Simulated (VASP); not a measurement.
Wanted: the native input for a VASP 6.6.1 run.

```yaml
Task: single point
Functional: PBE
Potentials_or_basis: VASP PAW PBE potentials, release 64 (Rb_sv, Mg, Sb, O)
Cutoff: 520 eV
k_mesh: 2 × 2 × 2
Occupations: methfessel-paxton, width 0.05 eV
Spin: no spin polarisation
Dipole_correction: no
Further_INCAR_settings: ALGO = Normal; EDIFF = 1e-06; NBANDS = 26
```

The structure of RbMgSbO3 lies in POSCAR:

```
RbMgSbO3
1.0
    3.1430084500      1.8146167700      3.7695942700
   -3.1430084500      1.8146167700      3.7695942700
    0.0000000000     -3.6292335500      3.7695942700
Rb Mg Sb O
1 1 1 3
Direct
    0.8837084317      0.8941242485      0.8921307905
    0.3143656873      0.3201372276      0.3044214749
    0.5813335863      0.5725191016      0.5732735050
    0.5203246434      0.4686814479      0.9611183713
    0.9731301368      0.5022001271      0.5228418100
    0.4459596717      0.9712045211      0.4869102210
```

These files were run (other wordings do the same):

INCAR

```
  PREC = Accurate
  ENCUT = 520
  EDIFF = 1E-6
  ISMEAR = 1
  SIGMA = 0.05
  LREAL = False
  LASPH = True
  NELM = 100
  ALGO = Normal
  ISIF = 2
  LWAVE = False
  LCHARG = False
  GGA = PE
  NBANDS = 26
```

KPOINTS

```
regular mesh
0
Gamma
  2 2 2
```

Potentials or basis: VASP PAW PBE potentials, release 64 (Rb_sv, Mg, Sb, O).

Launch:

```console
$ cat potpaw_PBE.64/Rb_sv/POTCAR potpaw_PBE.64/Mg/POTCAR potpaw_PBE.64/Sb/POTCAR potpaw_PBE.64/O/POTCAR > POTCAR
$ mpirun -np 1 vasp_std > vasp.out
```

It gave:

```json
{"Pressure": "2.5 GPa", "Largest force": "1.646 eV/Å", "Band gap on the k mesh": "2.50 eV, indirect (least direct gap 2.72 eV)"}
```

Caveat: the k points lie up to 0.64 Å⁻¹ apart; spin-orbit coupling is left out, which moves the levels of the heavy elements; forces of over 1 eV/Å act on the atoms, so gaps and moduli don't describe the material at rest.

It took 26 s on 1 thread of Intel(R) Xeon(R) Platinum 8375C CPU @ 2.90GHz (Ice Lake) (shared host), peak memory 0.24 GiB.
